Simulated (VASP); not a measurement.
Wanted: the native input for a VASP 6.6.1 run.

- Task: single point
- Functional: PBEsol
- Potentials or basis: VASP PAW PBE potentials, release 64 (Ag, O)
- Cutoff: 520 eV
- k mesh: 12 × 12 × 8
- Occupations: gaussian, width 0.1 eV
- Spin: no spin polarisation
- Dipole correction: no
- Further INCAR settings: ALGO = Normal; EDIFF = 1e-07; NBANDS = 25

The structure of AgO lies in POSCAR:

```
AgO
1.0
    2.4375479278      2.4375479278      0.0000000000
   -2.4375479278      2.4375479278      0.0000000000
    0.0000000000      0.0000000000      4.9938799170
Ag O
2 2
Direct
    0.0000000000      0.0000000000      0.0000000000
    0.5000000000      0.5000000000      0.5000000000
    0.5000000000      0.0000000000      0.2500000000
    0.0000000000      0.5000000000      0.7500000000
```

This cell differs from its parent crystal: biaxial strain in the a-b plane: -1.5 %.

The input as run:

INCAR

```
ALGO = Normal ; EDIFF = 1E-7
ENCUT = 520 ; GGA = PS
ISIF = 2 ; ISMEAR = 0
LASPH = T ; LCHARG = T
LELF = T ; LREAL = F
LVHAR = T ; LWAVE = F
NBANDS = 25 ; NELM = 80
PREC = Accurate ; SIGMA = 0.1
```

KPOINTS

```
k-points
0
Gamma
  12 12 8
```

Potentials or basis: VASP PAW PBE potentials, release 64 (Ag, O).

Run with:

```sh
$ cat potpaw_PBE.64/Ag/POTCAR potpaw_PBE.64/O/POTCAR > POTCAR
$ mpirun -np 1 vasp_std > vasp.out
```

Results of the run:

- Pressure: 2.2 GPa
- Band gap on the k mesh: zero (bands 17 and 18 overlap by 2.07 eV)

Caveat: the cell differs from its parent crystal (biaxial strain in the a-b plane: -1.5 %); the PAW data sets were made with another functional, which shifts forces and pressure a little.

Wall time 4.3 min on 1 thread of Intel Xeon 8259CL, with other jobs on the host, peak memory 0.3 GiB.
